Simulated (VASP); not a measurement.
Wanted: the native input for a VASP 6.6.1 run.

| Property | Result |
| --- | --- |
| Task | relaxation of cell and atoms |
| Functional | PBE |
| Potentials or basis | VASP PAW PBE potentials, release 64 (Cu) |
| Cutoff | 600 eV |
| k mesh | 20 × 20 × 20 |
| Occupations | gaussian, width 0.1 eV |
| Spin | no spin polarisation |
| Target pressure | 2 GPa |
| Dipole correction | no |
| Further INCAR settings | ALGO = Fast; EDIFF = 1e-07; IBRION = 2; EDIFFG = -0.008; NSW = 70; ISIF = 3 |

The structure of Cu lies in POSCAR:

```
Cu
1.0
    0.0000000000      1.8033002779      1.8033002779
    1.8033002779      0.0000000000      1.8033002779
    1.8033002779      1.8033002779      0.0000000000
Cu
1
Direct
    0.0000000000      0.0000000000      0.0000000000
```

One way to write it, as run:

INCAR

```
SYSTEM = Cu
PREC     = Accurate       ! precision mode
ENCUT    = 600            ! plane-wave cutoff, eV
EDIFF    = 1E-7           ! SCF threshold, eV
ISMEAR   = 0              ! smearing method
SIGMA    = 0.1            ! smearing width, eV
LREAL    = .False.        ! projectors in reciprocal space
LASPH    = .True.         ! aspherical terms in the spheres
NELM     = 100            ! most SCF steps
ALGO     = Fast           ! electronic algorithm
ISIF     = 3              ! what is computed and relaxed
LWAVE    = .False.        ! write WAVECAR
LCHARG   = .False.        ! write CHGCAR
GGA      = PE             ! functional
IBRION   = 2              ! ionic algorithm
NSW      = 70             ! ionic steps
EDIFFG   = -0.008         ! ionic threshold
PSTRESS  = 20.0
```

KPOINTS

```
regular mesh
0
Gamma
  20 20 20
  0 0 0
```

Potentials or basis: VASP PAW PBE potentials, release 64 (Cu).

Launch:

```bash
$ cat potpaw_PBE.64/Cu/POTCAR > POTCAR
$ mpirun -np 1 vasp_std > vasp.out
```

Results of the run:

| Property | Result |
| --- | --- |
| Relaxed volume | 11.84 Å³/atom |
| Relaxed cell | a = 2.558 Å, b = 2.558 Å, c = 2.558 Å, α = 60.00°, β = 60.00°, γ = 60.00° |
| Space group after relaxing (to 0.05 Å) | Fm-3m (No. 225) |
| Energy change on relaxing (the enthalpy is what falls) | -1.9 meV/atom |
| Ionic steps | 3 |
| Pressure after relaxing | 2.0 GPa |

Caveat: the cell is relaxed towards a set pressure, so the enthalpy falls and the energy may rise.

It took 30 s on 1 thread of Intel(R) Xeon(R) 6975P-C (Granite Rapids), on a shared host, peak memory 0.15 GiB.
